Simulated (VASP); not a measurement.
Crystal: PbSe.

```xyz
4
Lattice="2.1549 -6.1339 0.0000 2.1549 6.1339 0.0000 0.0000 0.0000 4.4505" Properties=species:S:1:pos:R:3 pbc="T T T"
Pb    2.1549   -1.6164    3.3379
Pb    2.1549    1.6164    1.1126
Se    2.1549   -4.4323    3.3379
Se    2.1549    4.4323    1.1126
```

```yaml
Program: VASP 6.6.1
Task: relaxation of cell and atoms
Functional: PBEsol
Potentials_or_basis: VASP PAW PBE potentials, release 64 (Pb_d, Se)
Cutoff: 600 eV
k_mesh: 6 × 6 × 6
Occupations: gaussian, width 0.01 eV
Spin: no spin polarisation
```

At the start: pressure -1.7 GPa; volume 29.41 Å³/atom.

How do energy, volume and symmetry change on relaxing?

Over 16 steps the energy falls by 10.5 meV/atom and the volume is 27.65 Å³/atom (-6.0 %); space group Cmcm (No. 63, to 0.1 Å) before and after.

The path:
| step | energy change (eV) | largest force (eV/Å) | pressure (GPa) | volume (Å³) |
| --- | --- | --- | --- | --- |
| 1 | 0.0000 | 0.0563 | -1.69 | 117.65 |
| 2 | -0.0217 | 0.2042 | 0.53 | 112.44 |
| 3 | -0.0234 | 0.1691 | 0.02 | 113.48 |
| 4 | -0.0276 | 0.1179 | 0.00 | 113.10 |
| 5 | -0.0315 | 0.0138 | -0.01 | 112.28 |
| 6 | -0.0346 | 0.0120 | -0.04 | 112.04 |
| 7 | -0.0404 | 0.0053 | -0.08 | 111.31 |
| 8 | -0.0349 | 0.0380 | -0.02 | 109.82 |
| 9 | -0.0413 | 0.0067 | -0.07 | 110.94 |
| 10 | -0.0414 | 0.0097 | -0.08 | 110.88 |
| 11 | -0.0417 | 0.0098 | 0.01 | 110.67 |
| 12 | -0.0417 | 0.0135 | 0.07 | 110.54 |
| 13 | -0.0417 | 0.0208 | 0.19 | 110.29 |
| 14 | -0.0417 | 0.0165 | 0.14 | 110.44 |
| 15 | -0.0419 | 0.0118 | 0.10 | 110.49 |
| 16 | -0.0421 | 0.0083 | 0.02 | 110.59 |

Final structure:
```
Pb Se
1.0
     2.11607   -5.91336    0.00000
     2.11607    5.91336    0.00000
     0.00000    0.00000    4.41898
Pb Se
2 2
Direct
  0.62760 0.37240 0.75000
  0.37240 0.62760 0.25000
  0.86633 0.13367 0.75000
  0.13367 0.86633 0.25000
```

Caveat: the PAW data sets were made with another functional, which shifts forces and pressure a little.
